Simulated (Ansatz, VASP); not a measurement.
**O: VASP beside Ansatz**

```
O
1.0
     1.40220    0.79761    3.39707
    -1.44450    0.81185    3.41131
    -0.00882   -1.66058    3.41652
O
2
Direct
  0.05770 0.05770 0.05770
  0.94230 0.94230 0.94230
```

Change from the starting cell: equal xy, yz and zx shear strains of -1 %, crystal datasets.

Alike in both runs: task electric field gradients; functional PBEsol; k mesh 10 × 10 × 10; occupations fermi-dirac, width 0.02 eV; no spin polarisation.

```csv
,VASP,Ansatz
version,VASP 6.6.1,Ansatz 0.2.0
potentials or method,"VASP PAW PBE potentials, release 64 (O), cutoff 520 eV","all-electron PAW with datasets made for the crystal, scalar-relativistic"
```

```tsv
	VASP	Ansatz	Ansatz less VASP
pressure (GPa)	5.9	1.8	-4.06
traceless stress, the component that is largest in VASP (GPa)	29.59	20.79	-8.802
rms of the force components (eV/Å)	2.270	1.292	-0.9781
size of Vzz on the site where it differs most (V/Å²)	116.0	109.1	-6.85
```

VASP's potentials were made for PBE, not for PBEsol. Atom by atom the forces differ by 0.978 eV/Å (rms over components). Ansatz ran all-electron here, and VASP with PAW potentials.

Noted on VASP's run: the standard files for N, O and F lose accuracy on very short bonds; spin is off for a triplet molecule.
